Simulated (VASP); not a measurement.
A run of VASP 6.6.1 is set up as follows.

Contents of INCAR:

```
SYSTEM = Cu3H
PREC = Accurate
ENCUT = 520
EDIFF = 1E-7
ISMEAR = 0
SIGMA = 0.1
LREAL = .False.
LASPH = .True.
NELM = 100
ALGO = Normal
ISIF = 2
LWAVE = .False.
LCHARG = .False.
GGA = PE
NBANDS = 44
```

KPOINTS

```
regular mesh
0
Gamma
  8 8 8
  0 0 0
```

The input POSCAR:

```
Cu3H
1.0
    4.4603199920      0.0000000000      0.0000000000
    0.0000000000      4.4603199920      0.0000000000
    0.0000000000      0.0000000000      4.4603199920
Cu H
6 2
Direct
    0.2500000000      0.0000000000      0.5000000000
    0.5000000000      0.7500000000      0.0000000000
    0.7500000000      0.0000000000      0.5000000000
    0.5000000000      0.2500000000      0.0000000000
    0.0000000000      0.5000000000      0.7500000000
    0.0000000000      0.5000000000      0.2500000000
    0.0000000000      0.0000000000      0.0000000000
    0.5000000000      0.5000000000      0.5000000000
```

Potentials or basis: VASP PAW PBE potentials, release 64 (Cu, H).

Command:

```console
$ cat potpaw_PBE.64/Cu/POTCAR potpaw_PBE.64/H/POTCAR > POTCAR
$ mpirun -np 1 vasp_std > vasp.out
```

Problem. Predict the pressure.

Solution. 0.3 GPa.

Problem. Predict the band gap on the k mesh.

Solution. Zero (band 34 reaches 6.25 eV, above the bottom of band 35 at 5.15 eV).
